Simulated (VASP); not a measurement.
# LiCl (Immm) in VASP: a series of runs

The runs below take LiCl through single point, with PBE.

Program: VASP 6.6.1. These are calculated values, not measurements. Logs are shortened: lines on timing, memory, paths and dates and some standing lists are left out, and cuts for length are marked.

**1. The cell of the first run**

The structure is orthorhombic, space group Immm (No. 71). Conventional cell: a = 3.564 Å, b = 3.691 Å, c = 5.130 Å, α = 90.00°, β = 90.00°, γ = 90.00°. Within 3.4 Å of Li (site symmetry mmm) lie 6 Cl at 2.56 to 2.57 Å. Within 3.4 Å of Cl (site symmetry mmm) lie 6 Li at 2.56 to 2.57 Å.

**2. Single point, PBE (strain +0.0350 x Voigt [0, 0, 0, 0, 1, 0])**

Input file INCAR:

```
SYSTEM = LiCl
ALGO = Normal
EDIFF = 1E-6
ENCUT = 520
GGA = PE
ISIF = 2
ISMEAR = 0
LASPH = .True.
LCHARG = .True.
LELF = .True.
LREAL = .False.
LVHAR = .True.
LWAVE = .False.
NBANDS = 12
NELM = 60
PREC = Accurate
SIGMA = 0.05
```

Input file KPOINTS:

```
k-points
0
Gamma
  8 8 8
  0 0 0
```

Input file POSCAR:

```
LiCl
1.0
    0.0448833000      2.5647600000      2.5647600000
    2.6096433000      0.0000000000      2.6096433000
    2.5647600000      2.5647600000      0.0448833000
Li Cl
1 1
Direct
    0.0000000000      0.0000000000      0.0000000000
    0.5000000000      0.5000000000      0.5000000000
```

Potentials or basis: VASP PAW PBE potentials, release 64 (Li_sv, Cl).

Launch:

```console
$ cat potpaw_PBE.64/Li_sv/POTCAR potpaw_PBE.64/Cl/POTCAR > POTCAR
$ mpirun -np 1 vasp_std > vasp.out
```

OUTCAR:

```text
SYSTEM = LiCl
   EDIFF = 1E-6
   ENCUT = 520
   GGA = PE
   ISIF = 2
   ISMEAR = 0
   LASPH = .True.
   LREAL = .False.
   NELM = 60
   PREC = Accurate

 ion  position               nearest neighbor table
   1  0.000  0.000  0.000-   2 2.56   2 2.56   2 2.57   2 2.57   2 2.57   2 2.57
   2  0.500  0.500  0.500-   1 2.56   1 2.56   1 2.57   1 2.57   1 2.57   1 2.57

  LATTYP: Found a body centered orthorhombic cell.
 ALAT       =     3.5636438046
 B/A-ratio  =     1.0356234097
 C/A-ratio  =     1.4394031169

  Lattice vectors:

 A1 = (   0.0448833000,  -2.5647600000,   2.5647600000)
 A2 = (  -0.0448833000,  -2.5647600000,  -2.5647600000)
 A3 = (   2.5647600000,   2.5647600000,   0.0448833000)

Analysis of symmetry for initial positions (statically):
=====================================================================
 Subroutine PRICEL returns:
 Original cell was already a primitive cell.

 Routine SETGRP: Setting up the symmetry group for a
 body centered orthorhombic supercell.

 Subroutine GETGRP returns: Found  8 space group operations
 (whereof  8 operations were pure point group operations)
 out of a pool of  8 trial point group operations.

The static configuration has the point symmetry D_2h.

Analysis of symmetry for dynamics (positions and initial velocities):
=====================================================================
 Subroutine PRICEL returns:
 Original cell was already a primitive cell.

 Routine SETGRP: Setting up the symmetry group for a
 body centered orthorhombic supercell.

 Subroutine GETGRP returns: Found  8 space group operations
 (whereof  8 operations were pure point group operations)
 out of a pool of  8 trial point group operations.

The dynamic configuration has the point symmetry D_2h.

 Subroutine INISYM returns: Found  8 space group operations
 (whereof  8 operations are pure point group operations),
 and found     1 'primitive' translations

----------------------------------------------------------------------------------------

                                     Primitive cell

  volume of cell :      33.7316

  direct lattice vectors                    reciprocal lattice vectors
     0.044883300  2.564760000  2.564760000    -0.198422407  0.194950015  0.198422407
     2.609643300  0.000000000  2.609643300     0.191597066 -0.194950015  0.191597066
     2.564760000  2.564760000  0.044883300     0.198422407  0.194950015 -0.198422407

  length of vectors
     3.627396067  3.690592948  3.627396067     0.341684667  0.333802906  0.341684667

  position of ions in fractional coordinates (direct lattice)
     0.000000000  0.000000000  0.000000000
     0.500000000  0.500000000  0.500000000

  ion indices of the primitive-cell ions
   primitive index   ion index
                 1           1
                 2           2

----------------------------------------------------------------------------------------

 KPOINTS: k-points

Automatic generation of k-mesh.
 Grid dimensions read from file:
 generate k-points for:    8    8    8

 Generating k-lattice:

  Cartesian coordinates                     Fractional coordinates (reciprocal lattice)
    -0.024802801  0.024368752  0.024802801     0.125000000  0.000000000  0.000000000
     0.023949633 -0.024368752  0.023949633     0.000000000  0.125000000  0.000000000
     0.024802801  0.024368752 -0.024802801     0.000000000  0.000000000  0.125000000

  Length of vectors
     0.042710583  0.041725363  0.042710583

  Shift w.r.t. Gamma in fractional coordinates (k-lattice)
     0.000000000  0.000000000  0.000000000

 Subroutine IBZKPT returns following result:
 ===========================================

 Found     95 irreducible k-points:

 Following reciprocal coordinates:
            Coordinates               Weight
  0.000000  0.000000  0.000000      1.000000
  0.125000  0.000000  0.000000      4.000000
  0.250000  0.000000  0.000000      4.000000
  0.375000  0.000000  0.000000      4.000000
  0.500000  0.000000  0.000000      2.000000
 -0.000000  0.125000 -0.000000      4.000000
[... 16 lines left out ...]
  0.125000  0.375000 -0.000000      8.000000
  0.250000  0.375000 -0.000000      8.000000
 [... further k-points ...]
   k-points           NKPTS =     95   k-points in BZ     NKDIM =     95   number of bands    NBANDS=     12
   number of dos      NEDOS =    301   number of ions     NIONS =      2
   total plane-waves  NPLWV =  21952
   dimension x,y,z NGX =    28 NGY =   28 NGZ =   28
   dimension x,y,z NGXF=    56 NGYF=   56 NGZF=   56
   ions per type =               1   1
   NGX,Y,Z   is equivalent  to a cutoff of  12.83, 12.61, 12.83 a.u.
   NGXF,Y,Z  is equivalent  to a cutoff of  25.67, 25.23, 25.67 a.u.
 SYSTEM =  LiCl
   PREC   = accura    normal or accurate (medium, high low for compatibility)
   ISTART =      0    job   : 0-new  1-cont  2-samecut
   ICHARG =      2    charge: 1-file 2-atom 10-const
   ISPIN  =      1    spin polarized calculation?
   LNONCOLLINEAR =      F non collinear calculations
   LSORBIT =      F    spin-orbit coupling
   LASPH  =      T    aspherical Exc in radial PAW
   ENCUT  =  520.0 eV  38.22 Ry    6.18 a.u.   6.74  6.86  6.74*2*pi/ulx,y,z
   NELM   =     60;   NELMIN=  2; NELMDL= -5     # of ELM steps
   EDIFF  = 0.1E-05   stopping-criterion for ELM
   LREAL  =      F    real-space projection
   EDIFFG = 0.1E-04   stopping-criterion for IOM
   NSW    =      0    number of steps for IOM
   IBRION =     -1    ionic relax: 0-MD 1-quasi-New 2-CG
   NFREE  =      0    steps in history (QN), initial steepest desc. (CG)
   ISIF   =      2    stress and relaxation
   ISYM   =      2    0-nonsym 1-usesym 2-fastsym
   POTIM  = 0.5000    time-step for ionic-motion
   TEBEG  =    0.0;   TEEND  =   0.0 temperature during run
   PSTRESS=    0.0 pullay stress
   NELECT =      10.0000    total number of electrons
   NUPDOWN=      -1.0000    fix difference up-down
   EMIN   =  10.00;   EMAX   =-10.00  energy-range for DOS
   EFERMI =   0.00;   METHOD = LEGACY
   ISMEAR =     0;   SIGMA  =   0.05  broadening in eV -4-tet -1-fermi 0-gaus
   EFERMI_NEDOS =   21; number of points for ismear=-14 and -15
   IALGO  =     38    algorithm
   IMIX   =      4    mixing-type and parameters
     AMIX     =   0.40;   BMIX     =  1.00
     AMIX_MAG =   1.60;   BMIX_MAG =  1.00
  volume/ion in A,a.u.               =      16.87       113.82
  Fermi-wavevector in a.u.,A,eV,Ry     =   1.091597  2.062820 16.212493  1.191585
  Thomas-Fermi vector in A             =   2.227846
   LORBIT       =      0    0 simple, 1 ext, 2 COOP (PROOUT), +10 PAW based schemes
   GGA     = PE    functional components
   LHFCALC =     F    Hartree Fock is set to
   AEXX    =    0.0000 exact exchange contribution
   IVDW    =     0    specifies the selected vdW correction
   LEPSILON=     F    determine dielectric tensor
   LRPA    =     F    only Hartree local field effects (RPA)
 non-spin polarized calculation
 Gauss-broadening in eV      SIGMA  =   0.05
  energy-cutoff  :      520.00
  volume of cell :       33.73
 maximum number of plane-waves:       923
   NGX = 13   NGY = 13   NGZ = 13

 number of electron      10.0000004 magnetization

 Free energy of the ion-electron system (eV)
  ---------------------------------------------------
  ext. energy  EPLUGINS =         0.00000000
  ---------------------------------------------------
  free energy    TOTEN  =        -7.38245226 eV

  energy without entropy =       -7.38245226  energy(sigma->0) =       -7.38245226

 E-fermi :   0.9433     XC(G=0):  -8.7322

 val. band max:        0.6918505512   @ k =   0.0000   0.0000   0.0000
 cond. band min:       6.9183355153   @ k =   0.0000   0.0000   0.0000
 fundamental gap:      6.2264849641
 Fermi energy:         0.9433213358

 k-point     1 :       0.0000    0.0000    0.0000
  band No.  band energies     occupation
      1     -42.9425      2.00000
      2     -12.8146      2.00000
      3       0.4816      2.00000
      4       0.5801      2.00000
      5       0.6919      2.00000
      6       6.9183      0.00000
      7      12.2389      0.00000
      8      12.5291      0.00000
      9      12.8165      0.00000
     10      15.0566      0.00000
     11      15.0940      0.00000
     12      15.2197      0.00000

 k-point     2 :       0.1250    0.0000    0.0000
  band No.  band energies     occupation
      1     -42.9420      2.00000
      2     -12.7352      2.00000
      3       0.1162      2.00000
      4       0.4423      2.00000
      5       0.5708      2.00000
      6       7.3736      0.00000
      7      11.8654      0.00000
      8      12.2057      0.00000
      9      12.5097      0.00000
     10      13.5287      0.00000
     11      13.7120      0.00000
     12      15.5517      0.00000

 k-point     3 :       0.2500    0.0000    0.0000
  band No.  band energies     occupation
      1     -42.9410      2.00000
      2     -12.5325      2.00000
      3      -0.9532      2.00000
      4       0.3531      2.00000
      5       0.4556      2.00000
      6       7.7677      0.00000
      7      11.0958      0.00000
      8      11.2860      0.00000
      9      11.6793      0.00000
     10      14.3104      0.00000
     11      14.6741      0.00000
     12      16.0812      0.00000
[... 286 lines left out ...]
 k-point    23 :       0.1250    0.3750   -0.0000
  band No.  band energies     occupation
      1     -42.9403      2.00000
      2     -12.3673      2.00000
      3      -1.6187      2.00000
      4       0.1397      2.00000
      5       0.2050      2.00000
      6       8.3294      0.00000
      7      10.2873      0.00000
      8      11.3282      0.00000
      9      11.6261      0.00000
     10      14.8042      0.00000
     11      16.7995      0.00000
     12      17.7074      0.00000

 k-point    24 :       0.2500    0.3750   -0.0000
  band No.  band energies     occupation
      1     -42.9399      2.00000
      2     -12.2776      2.00000
      3      -1.5171      2.00000
      4      -0.2892      2.00000
      5      -0.1400      2.00000
      6       9.1510      0.00000
      7       9.9428      0.00000
      8      10.6353      0.00000
      9      12.8331      0.00000
     10      14.0103      0.00000
     11      17.2432      0.00000
     12      18.9783      0.00000

 [... further k-points ...]
[... 5 lines left out ...]
  --------------------------------------------------------------------------------------
  -------------------------------------------------------------------------------------
  Total        0.0714150      0.0587633      0.0714150      0.0000000      0.0000000     -0.1877053
  in kB        3.3920528      2.7911283      3.3920528      0.0000000      0.0000000     -8.9155864
  external PRESSURE =       3.1917446 kB  Pullay stress =       0.0000000 kB

 VOLUME and BASIS-vectors are now :
 -----------------------------------------------------------------------------
  energy-cutoff  :      520.00
  volume of cell :       33.73
      direct lattice vectors                 reciprocal lattice vectors
     0.044883300  2.564760000  2.564760000    -0.198422407  0.194950015  0.198422407
     2.609643300  0.000000000  2.609643300     0.191597066 -0.194950015  0.191597066
     2.564760000  2.564760000  0.044883300     0.198422407  0.194950015 -0.198422407

 POSITION                                       TOTAL-FORCE (eV/Angst)
 -----------------------------------------------------------------------------------
      0.00000      0.00000      0.00000         0.000000      0.000000     -0.000000
      2.60964      2.56476      2.60964        -0.000000     -0.000000      0.000000
 -----------------------------------------------------------------------------------
    total drift:                                0.000000      0.000000      0.000000

  FREE ENERGIE OF THE ION-ELECTRON SYSTEM (eV)
  ---------------------------------------------------
  free  energy   TOTEN  =        -7.3824522638 eV

  energy  without entropy=       -7.3824522638  energy(sigma->0) =       -7.38245226
```

Wall time 38 s (1 thread of AMD EPYC 7R43 (Zen 3), shared host); peak memory 0.13 GiB.

What came out:

| Quantity | Value |
| --- | --- |
| Free energy | -7.3825 eV |
| Band gap on the k mesh | 6.23 eV, direct |

Caveat: the cell differs from its parent crystal (strain +0.0350 x Voigt [0, 0, 0, 0, 1, 0]); the cutoff is under 1.25 times the usual one of these potentials, so pressure, stress and relaxed cells hold a basis-set (Pulay) error.

(Part 1 of 2 ends here.)
